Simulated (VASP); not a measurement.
A run of VASP 6.6.1 is set up as follows.

File INCAR:

```
ALGO = Normal
EDIFF = 1E-6
ENCUT = 600
GGA = PE
GGA_COMPAT = F
ISIF = 2
ISMEAR = 0
LASPH = T
LCHARG = T
LELF = T
LREAL = F
LVHAR = T
LWAVE = F
NBANDS = 40
NELM = 120
PREC = Accurate
SIGMA = 0.1
```

Contents of KPOINTS:

```
k-points
0
Gamma
  4 4 4
```

The input POSCAR:

```
YF7
1.0
    0.0000000000      3.7658046800      3.7658046800
    3.7658046800      0.0000000000      3.7658046800
    3.7658046800      3.7658046800      0.0000000000
Y F
1 7
Direct
    0.0000000000      0.0000000000      0.0000000000
    0.5000000000      0.5000000000      0.5000000000
    0.0000000000      0.0000000000      0.5000000000
    0.5000000000      0.0000000000      0.5000000000
    0.0000000000      0.5000000000      0.5000000000
    0.5000000000      0.5000000000      0.0000000000
    0.0000000000      0.5000000000      0.0000000000
    0.5000000000      0.0000000000      0.0000000000
```

Potentials or basis: VASP PAW PBE potentials, release 64 (Y_sv, F).

The run is started by

```bash
$ cat potpaw_PBE.64/Y_sv/POTCAR potpaw_PBE.64/F/POTCAR > POTCAR
$ mpirun -np 1 vasp_std > vasp.out
```

**Question.** What does it give for the band gap on the k mesh?

**Answer.** Zero (band 30 reaches -2.45 eV, above the bottom of band 31 at -2.74 eV).

**Question.** Estimate the pressure.

**Answer.** -12.6 GPa.

Caveat: the k points lie up to 0.36 Å⁻¹ apart.
